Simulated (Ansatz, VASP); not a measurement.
# K in VASP and in Ansatz

INCAR

```
SYSTEM = K
  ALGO = Normal
  EDIFF = 1E-6
  ENCUT = 520
  GGA = PS
  ISIF = 2
  ISMEAR = -1
  LASPH = .True.
  LCHARG = .True.
  LELF = .True.
  LREAL = .False.
  LVHAR = .True.
  LWAVE = .False.
  NBANDS = 10
  NELM = 60
  PREC = Accurate
  SIGMA = 0.1
```

File KPOINTS:

```
k-points
0
Gamma
  8 8 8
  0 0 0
```

File POSCAR:

```
K
1.0
    4.1382191918      0.0000000000      0.0000000000
    0.0000000000      4.1382191918      0.0000000000
    0.0000000000      0.0000000000      4.1382191918
K
1
Direct
    0.0000000000      0.0000000000      0.0000000000
```

Input for Ansatz:

```yaml
crystal:
  lattice:
    - [4.1382191918, 0.0, 0.0]
    - [0.0, 4.1382191918, 0.0]
    - [0.0, 0.0, 4.1382191918]
  atoms:
    - { symbol: K, position: [0.0, 0.0, 0.0] }
hamiltonian:
  xc: pbesol
  pseudopotentials:
    kind: paw
    azcp:
      K: "pseudopotentials/K.paw.azcp"
basis:
  ecutwfc: 420
  fft_grid_basis: typed
kpoints:
  mp_grid: { grid: [8, 8, 8], shift: [0, 0, 0] }
magnetization:
  spin_polarized: false
scf:
  occupations: { method: fermi_dirac, width: 0.1 }
  lower_state_search: "off"
output:
  stress: true
  write_density: true
  write_potential: true
  elf: true
  volumetric_format: npy
```

Alike in both runs: task single point; functional PBEsol; k mesh 8 × 8 × 8; occupations fermi-dirac, width 0.1 eV; no spin polarisation.

|  | VASP | Ansatz |
| --- | --- | --- |
| version | VASP 6.6.1 | Ansatz 0.2.0 |
| potentials or method | VASP PAW PBE potentials, release 64 (K_sv), cutoff 520 eV | plane waves (420 eV) with PAW, scalar-relativistic |
| valence electrons in the cell | 9 | 9 |

|  | VASP | Ansatz | Ansatz less VASP |
| --- | --- | --- | --- |
| pressure (GPa) | 0.2 | 0.2 | +0.01 |

VASP's potentials were made for PBE, not for PBEsol, and Ansatz warns of the same on its side.
